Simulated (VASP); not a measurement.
# CuO (Cccm) in VASP: a series of runs, part 2 of 2

VASP 6.6.1. Earlier steps stand in the parts before.

**4. Single point, PBE**

This run uses another cell than the first one, of 11.50 Å³/atom, 1.040 times its volume.

INCAR

```
PREC = Accurate
ENCUT = 520
EDIFF = 1E-6
ISMEAR = -1
SIGMA = 0.05
LREAL = F
LASPH = T
NELM = 60
ALGO = Normal
ISIF = 2
LWAVE = F
LCHARG = T
GGA = PE
LELF = T
LVHAR = T
NBANDS = 25
```

KPOINTS

```
regular mesh
0
Gamma
  8 8 5
```

POSCAR

```
CuO
1.0
    2.0307873600     -2.1966210000      0.0000000000
    2.0307873600      2.1966210000      0.0000000000
    0.0000000000      0.0000000000      5.1559280000
Cu O
2 2
Direct
    0.5000000000      0.0000000000      0.0000000000
    0.0000000000      0.5000000000      0.5000000000
    0.5000000000      0.5000000000      0.2500000000
    0.5000000000      0.5000000000      0.7500000000
```

Potentials or basis: VASP PAW PBE potentials, release 64 (Cu, O).

Started as:

```bash
$ cat potpaw_PBE.64/Cu/POTCAR potpaw_PBE.64/O/POTCAR > POTCAR
$ mpirun -np 1 vasp_std > vasp.out
```

OUTCAR:

```text
PREC = Accurate
   ENCUT = 520
   EDIFF = 1E-6
   ISMEAR = -1
   LREAL = F
   LASPH = T
   NELM = 60
   ISIF = 2
   GGA = PE

 ion  position               nearest neighbor table
   1  0.500  0.000  0.000-   3 1.97   4 1.97   3 1.97   4 1.97
   2  0.000  0.500  0.500-   3 1.97   4 1.97   3 1.97   4 1.97
   3  0.500  0.500  0.250-   1 1.97   2 1.97   1 1.97   2 1.97
   4  0.500  0.500  0.750-   1 1.97   2 1.97   1 1.97   2 1.97

  LATTYP: Found a base centered orthorhombic cell.
 ALAT       =     4.0615747200
 B/A-ratio  =     1.0816597755
 C/A-ratio  =     1.2694406371

  Lattice vectors:

 A1 = (   2.0307873600,  -2.1966210000,   0.0000000000)
 A2 = (   2.0307873600,   2.1966210000,   0.0000000000)
 A3 = (   0.0000000000,   0.0000000000,   5.1559280000)

Analysis of symmetry for initial positions (statically):
=====================================================================
 Subroutine PRICEL returns:
 Original cell was already a primitive cell.

 Routine SETGRP: Setting up the symmetry group for a
 base centered orthorhombic supercell.

[... 171 lines left out ...]

 E-fermi :   4.4112     XC(G=0): -11.1097

 val. band max:        4.3721978640   @ k =   0.1250   0.1250   0.4000
 cond. band min:       4.4309328112   @ k =  -0.2500   0.1250   0.0000
 fundamental gap:      0.0587349472
 Fermi energy:         4.4112040308

 k-point     1 :       0.0000    0.0000    0.0000
  band No.  band energies     occupation
      1     -15.0529      2.00000
      2     -13.7877      2.00000
      3      -3.2958      2.00000
      4      -0.8413      2.00000
      5      -0.6810      2.00000
      6       0.9182      2.00000
[... 661 lines left out ...]
     24      18.7883      0.00000
     25      19.2359      0.00000

 [... further k-points ...]

------------------------ aborting loop because EDIFF is reached ----------------------------------------

  FORCE on cell =-STRESS in cart. coord.  units (eV):
  Direction    XX          YY          ZZ          XY          YZ          ZX
  --------------------------------------------------------------------------------------
  -------------------------------------------------------------------------------------
  Total       -0.7054458     -1.1520133     -0.7229218      0.0000000      0.0000000      0.0000000
  in kB      -24.5707167    -40.1246860    -25.1794047      0.0000000      0.0000000      0.0000000
  external PRESSURE =     -29.9582691 kB  Pullay stress =       0.0000000 kB

 VOLUME and BASIS-vectors are now :
 -----------------------------------------------------------------------------
  energy-cutoff  :      520.00
  volume of cell :       46.00
      direct lattice vectors                 reciprocal lattice vectors
     2.030787360 -2.196621000  0.000000000     0.246209923 -0.227622334  0.000000000
     2.030787360  2.196621000  0.000000000     0.246209923  0.227622334  0.000000000
     0.000000000  0.000000000  5.155928000     0.000000000  0.000000000  0.193951506

 POSITION                                       TOTAL-FORCE (eV/Angst)
 -----------------------------------------------------------------------------------
      1.01539     -1.09831      0.00000         0.000000      0.000000      0.000000
      1.01539      1.09831      2.57796        -0.000000     -0.000000      0.000000
      2.03079      0.00000      1.28898        -0.000000     -0.000000     -0.000000
      2.03079      0.00000      3.86695        -0.000000      0.000000      0.000000
 -----------------------------------------------------------------------------------
    total drift:                                0.000000     -0.000000     -0.000000

  FREE ENERGIE OF THE ION-ELECTRON SYSTEM (eV)
  ---------------------------------------------------
  free  energy   TOTEN  =       -19.7231983155 eV

  energy  without entropy=      -19.7055147158  energy(sigma->0) =      -19.71435652
```

OSZICAR:

```text
N       E                     dE             d eps       ncg     rms          rms(c)
DAV:   1     0.303798544793E+03    0.30380E+03   -0.16314E+04  3270   0.208E+03
DAV:   2     0.148912874774E+02   -0.28891E+03   -0.26596E+03  3201   0.391E+02
DAV:   3    -0.247182352228E+02   -0.39610E+02   -0.37577E+02  4125   0.160E+02
DAV:   4    -0.260580009626E+02   -0.13398E+01   -0.13330E+01  3938   0.314E+01
DAV:   5    -0.260844642695E+02   -0.26463E-01   -0.26449E-01  4063   0.387E+00    0.179E+01
DAV:   6    -0.239122334646E+02    0.21722E+01   -0.40241E+01  4514   0.153E+02    0.145E+01
DAV:   7    -0.196521963281E+02    0.42600E+01   -0.11375E+01  3901   0.116E+02    0.257E+00
DAV:   8    -0.197582102493E+02   -0.10601E+00   -0.16080E+00  3365   0.851E+00    0.161E+00
DAV:   9    -0.197281346953E+02    0.30076E-01   -0.65261E-02  4679   0.587E+00    0.530E-01
DAV:  10    -0.197240099704E+02    0.41247E-02   -0.13744E-02  4553   0.153E+00    0.381E-01
DAV:  11    -0.197231696309E+02    0.84034E-03   -0.83098E-03  4819   0.829E-01    0.643E-02
DAV:  12    -0.197231478014E+02    0.21829E-04   -0.50351E-04  4243   0.256E-01    0.326E-02
DAV:  13    -0.197231998394E+02   -0.52038E-04   -0.65039E-05  4535   0.908E-02    0.107E-02
DAV:  14    -0.197231984279E+02    0.14115E-05   -0.22764E-06  3425   0.477E-02    0.668E-03
DAV:  15    -0.197231983155E+02    0.11238E-06   -0.24193E-06  3252   0.155E-02
   1 F= -.19723198E+02 E0= -.19714357E+02  d E =-.176836E-01
```

stdout:

```text
POSCAR found type information on POSCAR CuO
 POSCAR found :  2 types and       4 ions
 scaLAPACK will be used
 LDA part: xc-table for (Slater+PW92), standard interpolation
 POSCAR, INCAR and KPOINTS ok, starting setup
 FFT: planning ... GRIDC
 FFT: planning ... GRID_SOFT
 FFT: planning ... GRID
 WAVECAR not read
 entering main loop
```

Run time: 41 s. Hardware: 1 thread of AMD EPYC 9R45 (Zen 5), shared host; peak memory 0.16 GiB.

Results:

| Quantity | Value |
| --- | --- |
| Free energy | -19.7232 eV |
| Pressure | -3.0 GPa |
| Band gap on the k mesh | zero (band 17 reaches 5.01 eV, above the bottom of band 18 at 4.17 eV) |

Levels at points of the mesh, in eV from the Fermi level:
```tsv
k point	band 15	band 16	band 17	band 18	band 19	band 20
(0.00, 0.00, 0.00)	-2.18	-1.75	0.60	0.77	1.35	6.08
(0.50, 0.00, 0.00)	-1.49	-1.43	0.24	0.49	3.92	5.77
(0.50, 0.50, 0.00)	-1.57	-1.18	-1.13	1.10	2.29	7.32
```

Caveat: semilocal functionals often make such compounds metallic where correlation or magnetic order opens a gap, which also shifts bond lengths.

**5. Single point, PBEsol**

INCAR

```
ALGO = Normal
EDIFF = 1E-6
ENCUT = 520
GGA = PS
ISIF = 2
ISMEAR = -1
LASPH = True
LCHARG = False
LREAL = False
LWAVE = False
NBANDS = 25
NELM = 100
PREC = Accurate
SIGMA = 0.05
```

KPOINTS

```
k-points
0
Gamma
  5 5 3
```

POSCAR: that of step 4 with these lines changed.

```diff
@@ -2,4 +2,4 @@
 1.0
-    2.0307873600     -2.1966210000      0.0000000000
-    2.0307873600      2.1966210000      0.0000000000
+    1.9909680000     -2.1535500000      0.0000000000
+    1.9909680000      2.1535500000      0.0000000000
     0.0000000000      0.0000000000      5.1559280000
```

Started as:

```bash
$ cat potpaw_PBE.64/Cu/POTCAR potpaw_PBE.64/O/POTCAR > POTCAR
$ mpirun -np 1 vasp_std > vasp.out
```

Run time: 12 s. Hardware: 1 thread of AMD EPYC 9R45 (Zen 5), shared host; peak memory 0.13 GiB.

It converged, with:

```yaml
Free_energy: -21.4640 eV
Pressure: -5.5 GPa
Band_gap_on_the_k_mesh: zero (band 17 reaches 5.31 eV, above the bottom of band 18 at 4.59 eV)
```

Stress tensor (GPa, compression positive):
```
-4.29  0.00  0.00
 0.00 -5.93  0.00
 0.00  0.00 -6.39
```

Levels at points of the mesh, in eV from the Fermi level:
| k point | band 13 | band 14 | band 15 | band 16 | band 17 | band 18 | band 19 | band 20 | band 21 | band 22 |
| --- | --- | --- | --- | --- | --- | --- | --- | --- | --- | --- |
| (0.00, 0.00, 0.00) | -2.39 | -2.38 | -2.32 | -1.92 | 0.55 | 0.73 | 1.33 | 5.98 | 7.22 | 13.15 |

Caveat: the k points lie up to 0.43 Å⁻¹ apart; the PAW data sets were made with another functional, which shifts forces and pressure a little; semilocal functionals often make such compounds metallic where correlation or magnetic order opens a gap, which also shifts bond lengths. With open d or f shells a metallic result of PBEsol can be an artefact of self-interaction; +U or a hybrid may open a gap.

**6. Single point, RPBE**

INCAR

```
PREC     = Accurate       # precision mode
ENCUT    = 520            # plane-wave cutoff, eV
EDIFF    = 1E-6           # SCF threshold, eV
ISMEAR   = -1             # smearing method
SIGMA    = 0.05           # smearing width, eV
LREAL    = False          # projectors in reciprocal space
LASPH    = True           # aspherical terms in the spheres
NELM     = 100            # most SCF steps
ALGO     = Normal         # electronic algorithm
ISIF     = 2              # what is computed and relaxed
LWAVE    = False          # write WAVECAR
LCHARG   = True           # write CHGCAR
GGA      = RP             # functional
LELF     = True           # ELF
LVHAR    = True         
NBANDS   = 25             # bands
```

KPOINTS

```
Automatic mesh
0
Gamma
  5 5 3
```

POSCAR is that of step 5.

Potentials or basis: VASP PAW PBE potentials, release 64 (Cu, O).

Started as:

```bash
$ cat potpaw_PBE.64/Cu/POTCAR potpaw_PBE.64/O/POTCAR > POTCAR
$ mpirun -np 1 vasp_std > vasp.out
```

Wall time 14 s (1 thread of AMD EPYC 9R45 (Zen 5), shared host); peak memory 0.13 GiB.

It converged, with:

```yaml
Free_energy: -18.0004 eV
Pressure: 7.1 GPa
Band_gap_on_the_k_mesh: zero (band 17 reaches 5.66 eV, above the bottom of band 18 at 4.96 eV)
```

Stress tensor (GPa, compression positive):
```
6.76 0.00 0.00
0.00 6.07 0.00
0.00 0.00 8.40
```

Levels at points of the mesh, in eV from the Fermi level:
```
           k point  band 13  band 14  band 15  band 16  band 17  band 18  band 19  band 20  band 21  band 22
(0.00, 0.00, 0.00)    -2.43    -2.41    -2.36    -1.96     0.53     0.72     1.43     6.17     7.32    13.43
```

Caveat: the k points lie up to 0.43 Å⁻¹ apart; the PAW data sets were made with another functional, which shifts forces and pressure a little; semilocal functionals often make such compounds metallic where correlation or magnetic order opens a gap, which also shifts bond lengths.

**7. Overview**

| level | cell | k mesh | gap on the mesh (eV) | pressure (GPa) |
| --- | --- | --- | --- | --- |
| PBE | a = 2.933, b = 2.933, c = 5.156 Å, angles 90.0, 90.0, 94.5°, 4 atoms | 8 × 8 × 5 | none | 2.1 |
| PBE | a = 2.962, b = 2.962, c = 5.156 Å, angles 90.0, 90.0, 94.5°, 4 atoms | 8 × 8 × 5 | none | -0.6 |
| PBE | a = 2.992, b = 2.992, c = 5.156 Å, angles 90.0, 90.0, 94.5°, 4 atoms | 8 × 8 × 5 | none | -3.0 |
| PBEsol | a = 2.933, b = 2.933, c = 5.156 Å, angles 90.0, 90.0, 94.5°, 4 atoms | 5 × 5 × 3 | none | -5.5 |
| RPBE | a = 2.933, b = 2.933, c = 5.156 Å, angles 90.0, 90.0, 94.5°, 4 atoms | 5 × 5 × 3 | none | 7.1 |

Alike in all rows: task single point; potentials or basis VASP PAW PBE potentials, release 64 (Cu, O); no spin polarisation; cutoff (eV) 520; smearing fermi-dirac 0.05 eV.

Caveats: some runs use coarse meshes; semilocal functionals often make such compounds metallic where correlation or magnetic order opens a gap, which also shifts bond lengths; the PAW data sets were made with another functional, which shifts forces and pressure a little (some runs).

Total energies depend on the potentials used, so only differences within one code and one set of settings carry meaning.
